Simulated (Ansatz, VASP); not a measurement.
SnO in VASP and in Ansatz

Contents of INCAR:

```
ALGO = Normal
EDIFF = 1E-6
ENCUT = 520
GGA = PE
ISIF = 2
ISMEAR = 0
LASPH = T
LCHARG = T
LELF = T
LREAL = F
LVHAR = T
LWAVE = F
NBANDS = 28
NELM = 60
PREC = Accurate
SIGMA = 0.05
```

KPOINTS

```
k-points
0
Gamma
  10 10 8
```

The input POSCAR:

```
SnO
1.0
    3.8681707514      0.0000000000      0.0000000000
    0.0000000000      3.8681707514      0.0000000000
    0.0000000000      0.0000000000      5.0672768981
Sn O
2 2
Direct
    0.0000000000      0.5000000000      0.2287361932
    0.5000000000      0.0000000000      0.7712638068
    0.0000000000      0.0000000000     -0.0236813583
    0.5000000000      0.5000000000      0.0236813583
```

Input for Ansatz:

```yaml
crystal:
  lattice:
    - [3.8681707514, 0.0, 0.0]
    - [0.0, 3.8681707514, 0.0]
    - [0.0, 0.0, 5.0672768981]
  atoms:
    - { symbol: Sn, position: [0.0, 0.5, 0.2287361932] }
    - { symbol: Sn, position: [0.5, 0.0, 0.7712638068] }
    - { symbol: O, position: [0.0, 0.0, -0.0236813583] }
    - { symbol: O, position: [0.5, 0.5, 0.0236813583] }
basis:
  ecutwfc: 420
kpoints:
  mp_grid: { grid: [10, 10, 8] }
hamiltonian:
  xc: pbe
scf:
  occupations: { method: gaussian, width: 0.05 }
output:
  forces: true
  stress: true
  eigenvalues: true
```

Change from the starting cell: mode 9 (326.6 1/cm) frozen in, largest displacement -0.120 Å.

Alike in both runs: task single point; functional PBE; k mesh 10 × 10 × 8; occupations gaussian, width 0.05 eV; no spin polarisation.

|  | VASP | Ansatz |
| --- | --- | --- |
| version | VASP 6.6.1 | Ansatz 0.2.0 |
| potentials or method | VASP PAW PBE potentials, release 64 (Sn_d, O), cutoff 520 eV | scalar-relativistic, plane waves, PAW |
| valence electrons in the cell | 40 | 40 |

|  | VASP | Ansatz | Ansatz less VASP |
| --- | --- | --- | --- |
| gap on the k mesh at the Fermi level (eV) | 0.48 | 0.48 | -0.006 |
| least direct gap on the mesh (eV) | 1.94 | 1.97 | +0.029 |
| pressure (GPa) | 0.6 | 0.4 | -0.18 |
| traceless stress, the component that is largest in VASP (GPa) | 3.20 | 3.06 | -0.146 |
| rms of the force components (eV/Å) | 0.327 | 0.314 | -0.0138 |

Atom by atom the forces differ by 0.032 eV/Å (rms over components).
